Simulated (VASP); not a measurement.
Runs of VASP 6.6.1 on As. The structure is that of space group Pm-3m (No. 221), or close to it. The cells are those of the table. 

| task | cell | k mesh | cutoff (eV) | gap on the mesh (eV) | pressure (GPa) |
| --- | --- | --- | --- | --- | --- |
| single point | a = 2.754 Å, 1 atom | 16 × 16 × 16 | 520 | none | -5.3 |
| relaxation of cell and atoms | relaxed from a = 2.704 Å, 1 atom | 16 × 16 × 16 | 600 | none | 0.0 |
| single point | a = 2.772 Å, 1 atom | 16 × 16 × 16 | 520 | none | -6.6 |
| single point | a = 2.704 Å, 1 atom | 6 × 6 × 6 | 500 | none | (b) |
| single point | a = 2.769 Å, 1 atom | 16 × 16 × 16 | 520 | none | -6.3 |
| single point | a = 2.689 Å, 1 atom | 16 × 16 × 16 | 520 | none | (a) |

Alike in all rows: level PBEsol; potentials or basis VASP PAW PBE potentials, release 64 (As); no spin polarisation; smearing gaussian 0.1 eV.

**Question.** Estimate the missing entries.

**Answer.** (a) 0.3; (b) -0.9.

Caveats: some runs use coarse meshes; the PAW data sets were made with another functional, which shifts forces and pressure a little.

A k mesh can miss the band edges, and the runs leave out spin-orbit coupling on As.

A gap of «none» marks levels without a gap at the run's occupations.
